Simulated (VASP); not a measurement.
# ZnS (Cmm2) in VASP: a series of runs

The runs below take ZnS through single point, with LDA.

Everything below comes from runs of VASP 6.6.1. Logs are shortened: lines on timing, memory, paths and dates and some standing lists are left out, and cuts for length are marked.

**1. The cell of the first run**

It takes space group Cmm2 (No. 35, orthorhombic). The conventional cell has a = 7.650 Å, b = 7.650 Å, c = 5.409 Å, α = 90.00°, β = 90.00°, γ = 90.00°. Zn (site symmetry m) has 4 S at 2.34 to 2.38 Å within 3.1 Å. Within 3.0 Å of Zn (site symmetry m) lie 4 S at 2.30 to 2.34 Å. S (site symmetry mm2) has 4 Zn at 2.30 to 2.38 Å within 3.0 Å. S (site symmetry 2) has 4 Zn at 2.34 Å within 3.1 Å. S (site symmetry mm2) has 4 Zn at 2.34 Å within 3.1 Å.

**2. Single point, LDA (atom 5 (S) moved -0.067 Å along Cartesian [0 1 0])**

INCAR reads:

```
PREC = Accurate ; ENCUT = 520
EDIFF = 1E-6 ; ISMEAR = 0
SIGMA = 0.05 ; LREAL = False
LASPH = True ; NELM = 100
ALGO = Normal ; ISIF = 2
LWAVE = False ; LCHARG = False
GGA = CA ; NBANDS = 46
```

KPOINTS reads:

```
Automatic mesh
0
Gamma
  6 6 6
```

POSCAR reads:

```
ZnS
1.0
    5.4093000000      0.0000000000      0.0000000000
    0.0000000000     -5.4093000000      0.0000000000
    0.0000000000      0.0000000000     -5.4093000000
Zn S
4 4
Direct
    0.0000000000      0.5000000000      0.5000000000
    0.5000000000      0.0000000000      0.5000000000
    0.5000000000      0.5000000000      0.0000000000
    0.0000000000      0.0000000000      0.0000000000
    0.7500000000      0.7623306158      0.7500000000
    0.2500000000      0.2500000000      0.7500000000
    0.2500000000      0.7500000000      0.2500000000
    0.7500000000      0.2500000000      0.2500000000
```

Potentials or basis: VASP PAW LDA potentials, release 64 (Zn, S).

Command:

```bash
> cat potpaw_LDA.64/Zn/POTCAR potpaw_LDA.64/S/POTCAR > POTCAR
> mpirun -np 1 vasp_std > vasp.out
```

OUTCAR:

```text
PREC = Accurate
   ENCUT = 520
   EDIFF = 1E-6
   ISMEAR = 0
   LREAL = False
   LASPH = True
   NELM = 100
   ISIF = 2
   GGA = CA

 ion  position               nearest neighbor table
   1  0.000  0.500  0.500-   6 2.34   7 2.34   8 2.34   5 2.38
   2  0.500  0.000  0.500-   5 2.30   6 2.34   7 2.34   8 2.34
   3  0.500  0.500  0.000-   6 2.34   7 2.34   8 2.34   5 2.38
   4  0.000  0.000  0.000-   5 2.30   6 2.34   7 2.34   8 2.34
   5  0.750  0.762  0.750-   2 2.30   4 2.30   3 2.38   1 2.38
   6  0.250  0.250  0.750-   1 2.34   2 2.34   3 2.34   4 2.34
   7  0.250  0.750  0.250-   1 2.34   2 2.34   3 2.34   4 2.34
   8  0.750  0.250  0.250-   1 2.34   2 2.34   3 2.34   4 2.34

  LATTYP: Found a simple cubic cell.
 ALAT       =     5.4093000000

  Lattice vectors:

 A1 = (   5.4093000000,   0.0000000000,   0.0000000000)
 A2 = (   0.0000000000,  -5.4093000000,   0.0000000000)
 A3 = (   0.0000000000,   0.0000000000,  -5.4093000000)

Analysis of symmetry for initial positions (statically):
=====================================================================
 Subroutine PRICEL returns:
 Original cell was already a primitive cell.

 Routine SETGRP: Setting up the symmetry group for a
 simple cubic supercell.

 Subroutine GETGRP returns: Found  4 space group operations
 (whereof  2 operations were pure point group operations)
 out of a pool of 48 trial point group operations.

The static configuration has the point symmetry C_1h.
 The point group associated with its full space group is C_2v.

Analysis of symmetry for dynamics (positions and initial velocities):
=====================================================================
 Subroutine PRICEL returns:
 Original cell was already a primitive cell.

 Routine SETGRP: Setting up the symmetry group for a
 simple cubic supercell.

 Subroutine GETGRP returns: Found  4 space group operations
 (whereof  2 operations were pure point group operations)
 out of a pool of 48 trial point group operations.

The dynamic configuration has the point symmetry C_1h.
 The point group associated with its full space group is C_2v.

 Subroutine INISYM returns: Found  4 space group operations
 (whereof  2 operations are pure point group operations),
 and found     1 'primitive' translations

----------------------------------------------------------------------------------------

                                     Primitive cell

  volume of cell :     158.2790

  direct lattice vectors                    reciprocal lattice vectors
     5.409300000  0.000000000  0.000000000     0.184866803  0.000000000  0.000000000
     0.000000000 -5.409300000  0.000000000     0.000000000 -0.184866803  0.000000000
     0.000000000  0.000000000 -5.409300000     0.000000000  0.000000000 -0.184866803

  length of vectors
     5.409300000  5.409300000  5.409300000     0.184866803  0.184866803  0.184866803

  position of ions in fractional coordinates (direct lattice)
     0.000000000  0.500000000  0.500000000
     0.500000000  0.000000000  0.500000000
     0.500000000  0.500000000  0.000000000
     0.000000000  0.000000000  0.000000000
     0.750000000  0.762330616  0.750000000
     0.250000000  0.250000000  0.750000000
     0.250000000  0.750000000  0.250000000
     0.750000000  0.250000000  0.250000000

  ion indices of the primitive-cell ions
   primitive index   ion index
                 1           1
                 2           2
                 3           3
                 4           4
                 5           5
                 6           6
                 7           7
                 8           8

----------------------------------------------------------------------------------------

 KPOINTS: Automatic mesh

Automatic generation of k-mesh.
 Grid dimensions read from file:
 generate k-points for:    6    6    6

 Generating k-lattice:

  Cartesian coordinates                     Fractional coordinates (reciprocal lattice)
     0.030811134  0.000000000  0.000000000     0.166666667  0.000000000  0.000000000
     0.000000000 -0.030811134  0.000000000     0.000000000  0.166666667  0.000000000
     0.000000000  0.000000000 -0.030811134     0.000000000  0.000000000  0.166666667

  Length of vectors
     0.030811134  0.030811134  0.030811134

  Shift w.r.t. Gamma in fractional coordinates (k-lattice)
     0.000000000  0.000000000  0.000000000

 Subroutine IBZKPT returns following result:
 ===========================================

 Found     52 irreducible k-points:

 Following reciprocal coordinates:
            Coordinates               Weight
  0.000000  0.000000  0.000000      1.000000
  0.166667  0.000000  0.000000      4.000000
  0.000000  0.166667  0.000000      2.000000
  0.333333  0.000000  0.000000      4.000000
  0.000000  0.333333  0.000000      2.000000
  0.500000  0.000000  0.000000      2.000000
[... 16 lines left out ...]
  0.333333  0.000000  0.500000      4.000000
  0.500000  0.500000  0.000000      2.000000
 [... further k-points ...]
   k-points           NKPTS =     52   k-points in BZ     NKDIM =     52   number of bands    NBANDS=     46
   number of dos      NEDOS =    301   number of ions     NIONS =      8
   total plane-waves  NPLWV =  64000
   dimension x,y,z NGX =    40 NGY =   40 NGZ =   40
   dimension x,y,z NGXF=    80 NGYF=   80 NGZF=   80
   ions per type =               4   4
   NGX,Y,Z   is equivalent  to a cutoff of  12.29, 12.29, 12.29 a.u.
   NGXF,Y,Z  is equivalent  to a cutoff of  24.59, 24.59, 24.59 a.u.
 SYSTEM =  unknown system
   PREC   = accura    normal or accurate (medium, high low for compatibility)
   ISTART =      0    job   : 0-new  1-cont  2-samecut
   ICHARG =      2    charge: 1-file 2-atom 10-const
   ISPIN  =      1    spin polarized calculation?
   LNONCOLLINEAR =      F non collinear calculations
   LSORBIT =      F    spin-orbit coupling
   LASPH  =      T    aspherical Exc in radial PAW
   ENCUT  =  520.0 eV  38.22 Ry    6.18 a.u.  10.06 10.06 10.06*2*pi/ulx,y,z
   NELM   =    100;   NELMIN=  2; NELMDL= -5     # of ELM steps
   EDIFF  = 0.1E-05   stopping-criterion for ELM
   LREAL  =      F    real-space projection
   EDIFFG = 0.1E-04   stopping-criterion for IOM
   NSW    =      0    number of steps for IOM
   IBRION =     -1    ionic relax: 0-MD 1-quasi-New 2-CG
   NFREE  =      0    steps in history (QN), initial steepest desc. (CG)
   ISIF   =      2    stress and relaxation
   ISYM   =      2    0-nonsym 1-usesym 2-fastsym
   POTIM  = 0.5000    time-step for ionic-motion
   TEBEG  =    0.0;   TEEND  =   0.0 temperature during run
   PSTRESS=    0.0 pullay stress
   NELECT =      72.0000    total number of electrons
   NUPDOWN=      -1.0000    fix difference up-down
   EMIN   =  10.00;   EMAX   =-10.00  energy-range for DOS
   EFERMI =   0.00;   METHOD = LEGACY
   ISMEAR =     0;   SIGMA  =   0.05  broadening in eV -4-tet -1-fermi 0-gaus
   EFERMI_NEDOS =   21; number of points for ismear=-14 and -15
   IALGO  =     38    algorithm
   IMIX   =      4    mixing-type and parameters
     AMIX     =   0.40;   BMIX     =  1.00
     AMIX_MAG =   1.60;   BMIX_MAG =  1.00
  volume/ion in A,a.u.               =      19.78       133.51
  Fermi-wavevector in a.u.,A,eV,Ry     =   1.259055  2.379268 21.568210  1.585219
  Thomas-Fermi vector in A             =   2.392634
   LORBIT       =      0    0 simple, 1 ext, 2 COOP (PROOUT), +10 PAW based schemes
   GGA     = CA    functional components
   LHFCALC =     F    Hartree Fock is set to
   AEXX    =    0.0000 exact exchange contribution
   IVDW    =     0    specifies the selected vdW correction
   LEPSILON=     F    determine dielectric tensor
   LRPA    =     F    only Hartree local field effects (RPA)
 non-spin polarized calculation
 Gauss-broadening in eV      SIGMA  =   0.05
  energy-cutoff  :      520.00
  volume of cell :      158.28
 maximum number of plane-waves:      4337
   NGX = 21   NGY = 21   NGZ = 21

 number of electron      72.0000039 magnetization

 Free energy of the ion-electron system (eV)
  ---------------------------------------------------
  ext. energy  EPLUGINS =         0.00000000
  ---------------------------------------------------
  free energy    TOTEN  =       -32.67691012 eV

  energy without entropy =      -32.67691012  energy(sigma->0) =      -32.67691012

 E-fermi :   2.1644     XC(G=0): -10.0256

 val. band max:        1.9129052889   @ k =   0.0000   0.0000   0.0000
 cond. band min:       3.7716054233   @ k =   0.0000   0.0000   0.0000
 fundamental gap:      1.8587001344
 Fermi energy:         2.1643551103

 k-point     1 :       0.0000    0.0000    0.0000
  band No.  band energies     occupation
      1     -11.1927      2.00000
      2      -9.9288      2.00000
      3      -9.9265      2.00000
      4      -9.9262      2.00000
      5      -4.6163      2.00000
      6      -4.6069      2.00000
[... 38 lines left out ...]
     45       8.1539      0.00000
     46       8.1615      0.00000

 k-point     2 :       0.1667    0.0000    0.0000
  band No.  band energies     occupation
      1     -11.1211      2.00000
      2     -10.0292      2.00000
      3      -9.9259      2.00000
      4      -9.9251      2.00000
      5      -4.6153      2.00000
      6      -4.6051      2.00000
[... 38 lines left out ...]
     45       8.4465      0.00000
     46       8.4482      0.00000

 k-point     3 :       0.0000    0.1667    0.0000
  band No.  band energies     occupation
      1     -11.1212      2.00000
      2     -10.0293      2.00000
      3      -9.9259      2.00000
      4      -9.9247      2.00000
      5      -4.6135      2.00000
      6      -4.5965      2.00000
[... 1018 lines left out ...]
     45       8.6259      0.00000
     46       8.6982      0.00000

 k-point    24 :       0.5000    0.5000    0.0000
  band No.  band energies     occupation
      1     -10.3031      2.00000
      2     -10.2741      2.00000
      3     -10.2719      2.00000
      4     -10.2444      2.00000
      5      -4.4998      2.00000
      6      -4.4741      2.00000
[... 38 lines left out ...]
     45       8.8850      0.00000
     46       8.9874      0.00000

 [... further k-points ...]

------------------------ aborting loop because EDIFF is reached ----------------------------------------

  FORCE on cell =-STRESS in cart. coord.  units (eV):
  Direction    XX          YY          ZZ          XY          YZ          ZX
  --------------------------------------------------------------------------------------
  -------------------------------------------------------------------------------------
  Total       -4.4824005     -4.5284074     -4.4824005     -0.0000000      0.0000000     -0.2993515
  in kB      -45.3730564    -45.8387614    -45.3730564     -0.0000000      0.0000000     -3.0301829
  external PRESSURE =     -45.5282914 kB  Pullay stress =       0.0000000 kB

 VOLUME and BASIS-vectors are now :
 -----------------------------------------------------------------------------
  energy-cutoff  :      520.00
  volume of cell :      158.28
      direct lattice vectors                 reciprocal lattice vectors
     5.409300000  0.000000000  0.000000000     0.184866803  0.000000000  0.000000000
     0.000000000 -5.409300000  0.000000000     0.000000000 -0.184866803  0.000000000
     0.000000000  0.000000000 -5.409300000     0.000000000  0.000000000 -0.184866803

 POSITION                                       TOTAL-FORCE (eV/Angst)
 -----------------------------------------------------------------------------------
      0.00000     -2.70465     -2.70465        -0.065541     -0.082961     -0.065541
      2.70465      0.00000     -2.70465        -0.084274     -0.096774      0.084274
      2.70465     -2.70465      0.00000         0.065541     -0.082961      0.065541
      0.00000      0.00000      0.00000         0.084274     -0.096774     -0.084274
      4.05697     -4.12368     -4.05697         0.000000      0.567258     -0.000000
      1.35232     -1.35232     -4.05697        -0.000000     -0.096848     -0.000000
      1.35232     -4.05697     -1.35232        -0.000000     -0.014093     -0.000000
      4.05697     -1.35232     -1.35232        -0.000000     -0.096848     -0.000000
 -----------------------------------------------------------------------------------
    total drift:                               -0.000000      0.000002     -0.000000

  FREE ENERGIE OF THE ION-ELECTRON SYSTEM (eV)
  ---------------------------------------------------
  free  energy   TOTEN  =       -32.6769101224 eV

  energy  without entropy=      -32.6769101224  energy(sigma->0) =      -32.67691012
```

Wall time 11 min (1 thread of Intel Xeon 8259CL, shared host); peak memory 0.39 GiB.

Results:

```
Free energy            : -32.6769 eV
Pressure               : -4.6 GPa
Largest force          : 0.567 eV/Å
Band gap on the k mesh : 1.86 eV
```

Forces on the atoms (eV/Å):
```
Zn  -0.066 -0.083 -0.066
Zn  -0.084 -0.097  0.084
Zn   0.066 -0.083  0.066
Zn   0.084 -0.097 -0.084
S    0.000  0.567  0.000
S    0.000 -0.097  0.000
S    0.000 -0.014  0.000
S    0.000 -0.097  0.000
```

Levels at points of the mesh, in eV from the valence-band top:
```csv
k point,band 34,band 35,band 36,band 37,band 38,band 39
"(0.00, 0.00, 0.00)",-0.03,-0.02,0.00,1.86,3.18,3.18
"(0.50, 0.00, 0.00)",-1.27,-1.26,-1.26,4.25,4.26,4.39
"(0.00, 0.50, 0.00)",-1.30,-1.23,-1.21,4.26,4.26,4.40
"(0.50, 0.50, 0.00)",-0.93,-0.92,-0.88,4.58,4.60,4.70
"(0.50, 0.00, 0.50)",-0.93,-0.93,-0.89,4.63,4.64,4.67
"(0.50, 0.50, 0.50)",-0.89,-0.84,-0.84,3.05,3.07,3.10
```

Caveat: the cell differs from its parent crystal (atom 5 (S) moved -0.067 Å along Cartesian [0 1 0]); the cell stands under tension.

**3. Single point, LDA (atom 5 (S) moved +0.167 Å along Cartesian [0 1 0])**

INCAR reads:

```
SYSTEM = ZnS
PREC = Accurate ; ENCUT = 520
EDIFF = 1E-6 ; ISMEAR = 0
SIGMA = 0.05 ; LREAL = .FALSE.
LASPH = .TRUE. ; NELM = 100
ALGO = Normal ; ISIF = 2
LWAVE = .FALSE. ; LCHARG = .FALSE.
GGA = CA ; NBANDS = 46
```

KPOINTS reads:

```
regular mesh
0
G
  6 6 6
  0 0 0
```

Changes to POSCAR since step 2:

```diff
@@ -12,3 +12,3 @@
     0.0000000000      0.0000000000      0.0000000000
-    0.7500000000      0.7623306158      0.7500000000
+    0.7500000000      0.7191827039      0.7500000000
     0.2500000000      0.2500000000      0.7500000000
```

Potentials or basis: VASP PAW LDA potentials, release 64 (Zn, S).

Command:

```bash
> cat potpaw_LDA.64/Zn/POTCAR potpaw_LDA.64/S/POTCAR > POTCAR
> mpirun -np 1 vasp_std > vasp.out
```

It took 10 min on 1 thread of Intel Xeon 8259CL, shared host; peak memory 0.38 GiB.

It converged, with:

```yaml
Free_energy: -32.5780 eV
Pressure: -4.3 GPa
Largest_force: 1.408 eV/Å
Band_gap_on_the_k_mesh: 1.83 eV
```

Forces in eV/Å, atoms in the order of the input:
```
Zn   0.250  0.264  0.250
Zn   0.133  0.180 -0.133
Zn  -0.250  0.264 -0.250
Zn  -0.133  0.180  0.133
S    0.000 -1.408  0.000
S    0.000  0.242  0.000
S    0.000  0.035  0.000
S    0.000  0.242  0.000
```

Stress tensor (GPa, compression positive):
```
-4.22  0.00  0.78
 0.00 -4.51  0.00
 0.78  0.00 -4.22
```

Levels at points of the mesh, in eV from the valence-band top:
```
           k point  band 34  band 35  band 36  band 37  band 38  band 39
(0.00, 0.00, 0.00)    -0.08    -0.04     0.00     1.83     3.14     3.16
(0.50, 0.00, 0.00)    -1.29    -1.26    -1.26     4.18     4.22     4.32
(0.00, 0.50, 0.00)    -1.37    -1.21    -1.15     4.21     4.23     4.38
(0.50, 0.50, 0.00)    -0.96    -0.92    -0.83     4.43     4.47     4.72
(0.50, 0.00, 0.50)    -0.96    -0.95    -0.84     4.55     4.60     4.66
(0.50, 0.50, 0.50)    -0.91    -0.79    -0.78     2.97     3.02     3.09
```

Caveat: the cell differs from its parent crystal (atom 5 (S) moved +0.167 Å along Cartesian [0 1 0]); the cell stands under tension; forces of over 1 eV/Å act on the atoms, so gaps and moduli don't describe the material at rest.
